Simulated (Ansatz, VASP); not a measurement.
# One calculation of Be2S3, two programs

```xyz
10
Lattice="2.9407 1.6978 4.6908 -2.9407 1.6978 4.6908 0.0000 -3.3957 4.6908" Properties=species:S:1:pos:R:3 pbc="T T T"
Be    0.0000    0.0000   12.0445
Be    0.0000    0.0000    9.0641
Be    0.0000    0.0000    2.0279
Be    0.0000    0.0000    5.0083
S    -0.9953   -1.6978    5.8635
S     1.9680   -0.0131    5.8635
S    -0.9727    1.7109    5.8635
S     0.9953    1.6978    8.2089
S    -1.9680    0.0131    8.2089
S     0.9727   -1.7109    8.2089
```

Alike in both runs: task relaxation of cell and atoms; functional PBE; k mesh 12 × 12 × 12; occupations gaussian, width 0.1 eV; no spin polarisation.

```csv
,VASP,Ansatz
version,VASP 6.6.1,Ansatz 0.2.0
potentials or method,"VASP PAW PBE potentials, release 64 (Be, S), cutoff 600 eV","scalar-relativistic, plane waves, PAW"
valence electrons in the cell,44,44
```

|  | VASP | Ansatz | Ansatz less VASP |
| --- | --- | --- | --- |
| gap on the k mesh at the Fermi level, each at its own relaxed structure (eV) | none | none | - |
| relaxed volume (Å³/atom) | 14.11 | 14.13 | +0.021 |
| relaxed length of the cell vector where the two differ most in proportion (Å) | 5.807 | 5.812 | +0.0047 |

A gap of «none» marks a metal or a gap that the smearing closes.
